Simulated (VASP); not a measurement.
# WSe (Fm-3m) in VASP: relaxation of cell and atoms with PBE+U

Aim: the relaxation of cell and atoms of WSe with PBE+U.

Everything below comes from runs of VASP 6.6.1. Logs are shortened: lines on timing, memory, paths and dates and some standing lists are left out, and cuts for length are marked.

## 1. The cell of the first run

The structure is cubic, space group Fm-3m (No. 225). The conventional cell has a = 5.742 Å, b = 5.742 Å, c = 5.742 Å, α = 90.00°, β = 90.00°, γ = 90.00°. Within 3.8 Å of W (site symmetry m-3m) lie 6 Se at 2.87 Å. Within 3.8 Å of Se (site symmetry m-3m) lie 6 W at 2.87 Å.

## 2. Relaxation of cell and atoms, PBE+U

Input file INCAR:

```
PREC = Accurate
ENCUT = 500
EDIFF = 1E-7
ISMEAR = 0
SIGMA = 0.1
LREAL = False
LASPH = True
NELM = 300
ALGO = All
ISIF = 3
LWAVE = False
LCHARG = False
LMAXMIX = 4
LDAU = True
LDAUTYPE = 2
LDAUL = 2 -1
LDAUU = 6.2 0
LDAUJ = 0 0
LDAUPRINT = 1
GGA = PE
IBRION = 2
NSW = 80
EDIFFG = -0.01
GGA_COMPAT = False
NELMIN = 4
ISEARCH = 1
KPAR = 4
```

Input file KPOINTS:

```
Automatic mesh
0
Gamma
  12 12 12
```

Input file POSCAR:

```
WSe
1.0
    0.0000000000      2.8710028295      2.8710028295
    2.8710028295      0.0000000000      2.8710028295
    2.8710028295      2.8710028295      0.0000000000
W Se
1 1
Direct
    0.0000000000      0.0000000000      0.0000000000
    0.5000000000      0.5000000000      0.5000000000
```

Potentials or basis: VASP PAW PBE potentials, release 64 (W_sv, Se).

Started as:

```
$ cat potpaw_PBE.64/W_sv/POTCAR potpaw_PBE.64/Se/POTCAR > POTCAR
$ mpirun -np 4 vasp_std > vasp.out
```

OUTCAR:

```text
PREC = Accurate
   ENCUT = 500
   EDIFF = 1E-7
   ISMEAR = 0
   LREAL = False
   LASPH = True
   NELM = 300
   ISIF = 3
   GGA = PE
   IBRION = 2
   NSW = 80
   EDIFFG = -0.01
   NELMIN = 4

 ion  position               nearest neighbor table
   1  0.000  0.000  0.000-   2 2.87   2 2.87   2 2.87   2 2.87   2 2.87   2 2.87
   2  0.500  0.500  0.500-   1 2.87   1 2.87   1 2.87   1 2.87   1 2.87   1 2.87

  LATTYP: Found a face centered cubic cell.
 ALAT       =     5.7420056590

  Lattice vectors:

 A1 = (   0.0000000000,   2.8710028295,   2.8710028295)
 A2 = (   2.8710028295,   0.0000000000,   2.8710028295)
 A3 = (   2.8710028295,   2.8710028295,   0.0000000000)

Analysis of symmetry for initial positions (statically):
=====================================================================
 Subroutine PRICEL returns:
 Original cell was already a primitive cell.

 Routine SETGRP: Setting up the symmetry group for a
 face centered cubic supercell.

 Subroutine GETGRP returns: Found 48 space group operations
 (whereof 48 operations were pure point group operations)
 out of a pool of 48 trial point group operations.

The static configuration has the point symmetry O_h .

Analysis of symmetry for dynamics (positions and initial velocities):
=====================================================================
 Subroutine PRICEL returns:
 Original cell was already a primitive cell.

 Routine SETGRP: Setting up the symmetry group for a
 face centered cubic supercell.

 Subroutine GETGRP returns: Found 48 space group operations
 (whereof 48 operations were pure point group operations)
 out of a pool of 48 trial point group operations.

The dynamic configuration has the point symmetry O_h .

 Subroutine INISYM returns: Found 48 space group operations
 (whereof 48 operations are pure point group operations),
 and found     1 'primitive' translations

----------------------------------------------------------------------------------------

                                     Primitive cell

  volume of cell :      47.3294

  direct lattice vectors                    reciprocal lattice vectors
     0.000000000  2.871002830  2.871002830    -0.174155175  0.174155175  0.174155175
     2.871002830  0.000000000  2.871002830     0.174155175 -0.174155175  0.174155175
     2.871002830  2.871002830  0.000000000     0.174155175  0.174155175 -0.174155175

  length of vectors
     4.060211139  4.060211139  4.060211139     0.301645611  0.301645611  0.301645611

  position of ions in fractional coordinates (direct lattice)
     0.000000000  0.000000000  0.000000000
     0.500000000  0.500000000  0.500000000

  ion indices of the primitive-cell ions
   primitive index   ion index
                 1           1
                 2           2

----------------------------------------------------------------------------------------

 KPOINTS: Automatic mesh

Automatic generation of k-mesh.
 Grid dimensions read from file:
 generate k-points for:   12   12   12

 Generating k-lattice:

  Cartesian coordinates                     Fractional coordinates (reciprocal lattice)
    -0.014512931  0.014512931  0.014512931     0.083333333  0.000000000  0.000000000
     0.014512931 -0.014512931  0.014512931     0.000000000  0.083333333  0.000000000
     0.014512931  0.014512931 -0.014512931     0.000000000  0.000000000  0.083333333

  Length of vectors
     0.025137134  0.025137134  0.025137134

  Shift w.r.t. Gamma in fractional coordinates (k-lattice)
     0.000000000  0.000000000  0.000000000

 Subroutine IBZKPT returns following result:
 ===========================================

 Found     72 irreducible k-points:

 Following reciprocal coordinates:
            Coordinates               Weight
  0.000000  0.000000  0.000000      1.000000
  0.083333  0.000000  0.000000      8.000000
  0.166667  0.000000  0.000000      8.000000
  0.250000  0.000000  0.000000      8.000000
  0.333333  0.000000  0.000000      8.000000
  0.416667  0.000000  0.000000      8.000000
[... 16 lines left out ...]
  0.500000  0.166667  0.000000     24.000000
 -0.416667  0.166667  0.000000     24.000000
 [... further k-points ...]
   k-points           NKPTS =     72   k-points in BZ     NKDIM =     72   number of bands    NBANDS=     14
   number of dos      NEDOS =    301   number of ions     NIONS =      2
   total plane-waves  NPLWV =  27000
   dimension x,y,z NGX =    30 NGY =   30 NGZ =   30
   dimension x,y,z NGXF=    60 NGYF=   60 NGZF=   60
   ions per type =               1   1
   NGX,Y,Z   is equivalent  to a cutoff of  12.28, 12.28, 12.28 a.u.
   NGXF,Y,Z  is equivalent  to a cutoff of  24.57, 24.57, 24.57 a.u.
 SYSTEM =  unknown system
   PREC   = accura    normal or accurate (medium, high low for compatibility)
   ISTART =      0    job   : 0-new  1-cont  2-samecut
   ICHARG =      2    charge: 1-file 2-atom 10-const
   ISPIN  =      1    spin polarized calculation?
   LNONCOLLINEAR =      F non collinear calculations
   LSORBIT =      F    spin-orbit coupling
   LASPH  =      T    aspherical Exc in radial PAW
   ENCUT  =  500.0 eV  36.75 Ry    6.06 a.u.   7.40  7.40  7.40*2*pi/ulx,y,z
   NELM   =    300;   NELMIN=  4; NELMDL= -5     # of ELM steps
   EDIFF  = 0.1E-06   stopping-criterion for ELM
   LREAL  =      F    real-space projection
   EDIFFG = -.1E-01   stopping-criterion for IOM
   NSW    =     80    number of steps for IOM
   IBRION =      2    ionic relax: 0-MD 1-quasi-New 2-CG
   NFREE  =      1    steps in history (QN), initial steepest desc. (CG)
   ISIF   =      3    stress and relaxation
   ISYM   =      2    0-nonsym 1-usesym 2-fastsym
   POTIM  = 0.5000    time-step for ionic-motion
   TEBEG  =    0.0;   TEEND  =   0.0 temperature during run
   PSTRESS=    0.0 pullay stress
   NELECT =      20.0000    total number of electrons
   NUPDOWN=      -1.0000    fix difference up-down
   EMIN   =  10.00;   EMAX   =-10.00  energy-range for DOS
   EFERMI =   0.00;   METHOD = LEGACY
   ISMEAR =     0;   SIGMA  =   0.10  broadening in eV -4-tet -1-fermi 0-gaus
   EFERMI_NEDOS =   21; number of points for ismear=-14 and -15
   IALGO  =     58    algorithm
   IMIX   =      4    mixing-type and parameters
     AMIX     =   0.40;   BMIX     =  1.00
     AMIX_MAG =   1.60;   BMIX_MAG =  1.00
  volume/ion in A,a.u.               =      23.66       159.70
  Fermi-wavevector in a.u.,A,eV,Ry     =   1.228498  2.321525 20.534021  1.509208
  Thomas-Fermi vector in A             =   2.363421
   LORBIT       =      0    0 simple, 1 ext, 2 COOP (PROOUT), +10 PAW based schemes
 LDA+U is selected, type is set to LDAUTYPE =  2
   angular momentum for each species LDAUL =     2   -1
   U (eV)           for each species LDAUU =   6.2  0.0
   J (eV)           for each species LDAUJ =   0.0  0.0
   GGA     = PE    functional components
   LHFCALC =     F    Hartree Fock is set to
   AEXX    =    0.0000 exact exchange contribution
   IVDW    =     0    specifies the selected vdW correction
   LEPSILON=     F    determine dielectric tensor
   LRPA    =     F    only Hartree local field effects (RPA)
 conjugate gradient relaxation of ions
 non-spin polarized calculation
 Gauss-broadening in eV      SIGMA  =   0.10
  energy-cutoff  :      500.00
  volume of cell :       47.33
 maximum number of plane-waves:      1243
 NGX is ok and might be reduce to    30
   NGX = 15   NGY = 15   NGZ = 15

--------------------------------------- Ionic step        1  -------------------------------------------

 number of electron      20.0000002 magnetization

 Free energy of the ion-electron system (eV)
  ---------------------------------------------------
  ext. energy  EPLUGINS =         0.00000000
  ---------------------------------------------------
  free energy    TOTEN  =        -6.65040240 eV

  energy without entropy =       -6.61859983  energy(sigma->0) =       -6.63450111

------------------------ aborting loop because EDIFF is reached ----------------------------------------

  FORCE on cell =-STRESS in cart. coord.  units (eV):
  Direction    XX          YY          ZZ          XY          YZ          ZX
  --------------------------------------------------------------------------------------
  -------------------------------------------------------------------------------------
  Total       -4.4953398     -4.4953398     -4.4953398      0.0000000     -0.0000000      0.0000000
  in kB     -152.1746274   -152.1746274   -152.1746274      0.0000000     -0.0000000      0.0000000
  external PRESSURE =    -152.1746274 kB  Pullay stress =       0.0000000 kB
[... 21 lines left out ...]
  energy  without entropy=       -6.6186019552  energy(sigma->0) =       -6.63450218

--------------------------------------- Ionic step        2  -------------------------------------------

 number of electron      20.0000000 magnetization

 E-fermi :  10.5964     XC(G=0): -12.2943

 val. band max:       10.5849623952   @ k =  -0.4167   0.1667   0.0000
 cond. band min:      10.5990170419   @ k =   0.5000   0.0000   0.0000
 fundamental gap:      0.0140546467
 Fermi energy:        10.5963759055

 k-point     1 :       0.0000    0.0000    0.0000
  band No.  band energies     occupation
      1     -64.8458      2.00000
      2     -29.0599      2.00000
      3     -29.0599      2.00000
      4     -29.0599      2.00000
      5      -6.7691      2.00000
      6       7.6174      2.00000
      7       7.6174      2.00000
      8       7.6174      2.00000
      9       8.0370      2.00000
     10       8.0370      2.00000
     11       8.0370      2.00000
     12       9.1722      2.00000
     13       9.1722      2.00000
     14      12.1628      0.00000
[... 528 lines left out ...]
  FREE ENERGIE OF THE ION-ELECTRON SYSTEM (eV)
  ---------------------------------------------------
  free  energy   TOTEN  =        -7.1765853321 eV

  energy  without entropy=       -7.1531725346  energy(sigma->0) =       -7.16487893

atom =   1  type =  1  l = 2

 onsite density matrix

spin component  1

  0.4415  0.0000  0.0000 -0.0000 -0.0000
  0.0000  0.4415 -0.0000 -0.0000 -0.0000
  0.0000 -0.0000  0.1728 -0.0000  0.0000
 -0.0000 -0.0000 -0.0000  0.4415  0.0000
 -0.0000 -0.0000  0.0000  0.0000  0.1728

spin component  2

  0.4415  0.0000  0.0000 -0.0000 -0.0000
  0.0000  0.4415 -0.0000 -0.0000 -0.0000
  0.0000 -0.0000  0.1728 -0.0000  0.0000
 -0.0000 -0.0000 -0.0000  0.4415  0.0000
 -0.0000 -0.0000  0.0000  0.0000  0.1728

 occupancies and eigenvectors

  o =  0.1728  v =  0.0000  0.0000  0.0181  0.0000 -0.9998  0.0000  0.0000  0.0000  0.0000  0.0000      0.0000  0.0000  0.0000  0.0000  0.0000  0.0000  0.0000  0.0000  0.0000  0.0000
  o =  0.1728  v =  0.0000  0.0000  0.0000  0.0000  0.0000  0.0000  0.0000  0.0181  0.0000 -0.9998      0.0000  0.0000  0.0000  0.0000  0.0000  0.0000  0.0000  0.0000  0.0000  0.0000
  o =  0.1728  v =  0.0000  0.0000  0.0000  0.0000  0.0000  0.0000  0.0000 -0.9998  0.0000 -0.0181      0.0000  0.0000  0.0000  0.0000  0.0000  0.0000  0.0000  0.0000  0.0000  0.0000
  o =  0.1728  v =  0.0000  0.0000 -0.9998  0.0000 -0.0181  0.0000  0.0000  0.0000  0.0000  0.0000      0.0000  0.0000  0.0000  0.0000  0.0000  0.0000  0.0000  0.0000  0.0000  0.0000
  o =  0.4415  v =  0.0000  0.1282  0.0000  0.9917  0.0000  0.0000  0.0000  0.0000  0.0000  0.0000      0.0000  0.0000  0.0000  0.0000  0.0000  0.0000  0.0000  0.0000  0.0000  0.0000
  o =  0.4415  v =  0.0000  0.0000  0.0000  0.0000  0.0000  0.0000  0.1282  0.0000  0.9917  0.0000      0.0000  0.0000  0.0000  0.0000  0.0000  0.0000  0.0000  0.0000  0.0000  0.0000
  o =  0.4415  v =  0.0000 -0.9917 -0.0000  0.1282 -0.0000  0.0000  0.0000  0.0000  0.0000  0.0000      0.0000  0.0000  0.0000  0.0000  0.0000  0.0000  0.0000  0.0000  0.0000  0.0000
  o =  0.4415  v =  0.0000  0.0000  0.0000  0.0000  0.0000  0.0000 -0.9917 -0.0000  0.1282 -0.0000      0.0000  0.0000  0.0000  0.0000  0.0000  0.0000  0.0000  0.0000  0.0000  0.0000
  o =  0.4415  v =  1.0000  0.0000  0.0000  0.0000  0.0000  0.0000  0.0000  0.0000  0.0000  0.0000      0.0000  0.0000  0.0000  0.0000  0.0000  0.0000  0.0000  0.0000  0.0000  0.0000
  o =  0.4415  v =  0.0000  0.0000  0.0000  0.0000  0.0000  1.0000  0.0000  0.0000  0.0000  0.0000      0.0000  0.0000  0.0000  0.0000  0.0000  0.0000  0.0000  0.0000  0.0000  0.0000

--------------------------------------- Ionic step        6  -------------------------------------------

 number of electron      19.9999999 magnetization

 Free energy of the ion-electron system (eV)
  ---------------------------------------------------
  ext. energy  EPLUGINS =         0.00000000
  ---------------------------------------------------
  free energy    TOTEN  =        -7.17660333 eV

  energy without entropy =       -7.15323917  energy(sigma->0) =       -7.16492125

 E-fermi :   8.7871     XC(G=0): -11.6277

 val. band max:        8.7840372773   @ k =  -0.3333   0.4167   0.0833
 cond. band min:       8.7874112465   @ k =  -0.4167   0.0833   0.0000
 fundamental gap:      0.0033739692
 Fermi energy:         8.7871012354

 k-point     1 :       0.0000    0.0000    0.0000
  band No.  band energies     occupation
      1     -66.5942      2.00000
      2     -30.7607      2.00000
      3     -30.7607      2.00000
      4     -30.7607      2.00000
      5      -7.4959      2.00000
      6       6.0158      2.00000
      7       6.0158      2.00000
      8       6.0158      2.00000
      9       6.6371      2.00000
     10       6.6372      2.00000
     11       6.6372      2.00000
     12       8.2445      2.00000
     13       8.2445      2.00000
     14       9.4118      0.00000
[... 420 lines left out ...]
  FREE ENERGIE OF THE ION-ELECTRON SYSTEM (eV)
  ---------------------------------------------------
  free  energy   TOTEN  =        -7.1766033335 eV

  energy  without entropy=       -7.1532384850  energy(sigma->0) =       -7.16492091

 reached required accuracy - stopping structural energy minimisation
```

Wall time 2.7 min (4 MPI ranks of Intel Xeon Platinum 8259CL at 2.50GHz (Skylake/Cascade Lake), shared host); peak memory 0.24 GiB.

Results:

```yaml
Free_energy: -7.1766 eV
Relaxed_volume: 19.07 Å³/atom
Relaxed_cell: a = 3.778 Å, b = 3.778 Å, c = 3.778 Å, α = 60.00°, β = 60.00°, γ = 60.00°
Space_group_after_relaxing_to_0.1_Å: Fm-3m (No. 225)
Energy_gained_by_relaxing: 263.1 meV/atom
Ionic_steps: 6
Pressure_after_relaxing: 0.0 GPa
Band_gap_on_the_k_mesh: zero (bands 10 and 11 overlap by 2.50 eV)
```

Step by step:
| step | energy change (eV) | largest force (eV/Å) | pressure (GPa) | volume (Å³) |
| --- | --- | --- | --- | --- |
| 1 | 0.0000 | 0.0000 | -15.22 | 47.33 |
| 2 | -0.2854 | 0.0000 | 19.17 | 33.54 |
| 3 | -0.5261 | 0.0000 | -0.27 | 38.24 |
| 4 | -0.5262 | 0.0000 | 0.19 | 38.07 |
| 5 | -0.5262 | 0.0000 | -0.12 | 38.19 |
| 6 | -0.5262 | 0.0000 | 0.01 | 38.14 |

Final structure:
```
W Se
1.0
     0.00000    2.67166    2.67166
     2.67166    0.00000    2.67166
     2.67166    2.67166    0.00000
W Se
1 1
Direct
  0.00000 0.00000 0.00000
  0.50000 0.50000 0.50000
```

Eigenvalues of the final occupation matrices:
| site | spin | trace | eigenvalues |
| --- | --- | --- | --- |
| site 1 d | 1 | 1.67 | 0.17 0.17 0.44 0.44 0.44 |
| site 1 d | 2 | 1.67 | 0.17 0.17 0.44 0.44 0.44 |

Caveat: the volume moved by over 15 % at a fixed basis, so the end points are rough; spin-orbit coupling is left out, which moves the levels of the heavy elements; U without spin polarisation on a metal has little footing.
